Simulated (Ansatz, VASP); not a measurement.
Ga3AsN2: VASP beside Ansatz

The input INCAR:

```
SYSTEM = Ga3AsN2
PREC = Accurate
ENCUT = 520
EDIFF = 1E-6
ISMEAR = -1
SIGMA = 0.02
LREAL = .FALSE.
LASPH = .TRUE.
NELM = 60
ALGO = Normal
ISIF = 2
LWAVE = .FALSE.
LCHARG = .FALSE.
GGA = PE
NBANDS = 36
```

The input KPOINTS:

```
regular mesh
0
G
  9 9 4
  0 0 0
```

File POSCAR:

```
Ga3AsN2
1.0
    3.3968588513      0.0000000000      0.0000000000
   -1.6984294257      2.9417660583      0.0000000000
    0.0000000000      0.0000000000      8.6146407459
N As Ga
2 1 3
Direct
    0.0000000000      0.0000000000      0.0203313791
    0.3333333333      0.6666666667      0.3112960113
    0.6666666667      0.3333333333      0.6592585211
    0.3333333333      0.6666666667      0.0859687479
    0.6666666667      0.3333333333      0.3754390578
    0.0000000000      0.0000000000      0.7977062828
```

Input for Ansatz:

```yaml
crystal:
  lattice:
    - [3.3968588513, 0.0, 0.0]
    - [-1.6984294257, 2.9417660583, 0.0]
    - [0.0, 0.0, 8.6146407459]
  atoms:
    - { symbol: "N", position: [0.0, 0.0, 0.0203313791] }
    - { symbol: "N", position: [0.3333333333, 0.6666666667, 0.3112960113] }
    - { symbol: As, position: [0.6666666667, 0.3333333333, 0.6592585211] }
    - { symbol: Ga, position: [0.3333333333, 0.6666666667, 0.0859687479] }
    - { symbol: Ga, position: [0.6666666667, 0.3333333333, 0.3754390578] }
    - { symbol: Ga, position: [0.0, 0.0, 0.7977062828] }
kpoints:
  mp_grid: { grid: [9, 9, 4] }
hamiltonian:
  xc: pbe
scf:
  occupations: { method: fermi_dirac, width: 0.02 }
  n_extra_bands: 5
output:
  forces: true
  stress: true
  eigenvalues: true
```

Alike in both runs: task single point; functional PBE; k mesh 9 × 9 × 4; occupations fermi-dirac, width 0.02 eV; no spin polarisation.

|  | VASP | Ansatz |
| --- | --- | --- |
| version | VASP 6.6.1 | Ansatz 0.2.0 |
| potentials or method | VASP PAW PBE potentials, release 64 (N, As, Ga_d) | plane waves, PAW |
| plane-wave cutoff (eV) | 520 | 420 |
| valence electrons in the cell | 54 | 64 |

Ansatz gave:

- pressure (GPa): 8.0
- traceless stress, the component that is largest in VASP (GPa): 1.08
- rms of the force components (eV/Å): 0.148

Q: What did VASP give for the same quantities?

A: Pressure (GPa): 8.2; traceless stress, the component that is largest in VASP (GPa): 1.06; rms of the force components (eV/Å): 0.152.

Atom by atom the forces differ by 0.010 eV/Å (rms over components). VASP's potentials hold 54 valence electrons a cell and Ansatz's 64, so a difference there can come from the potentials and not from the codes.
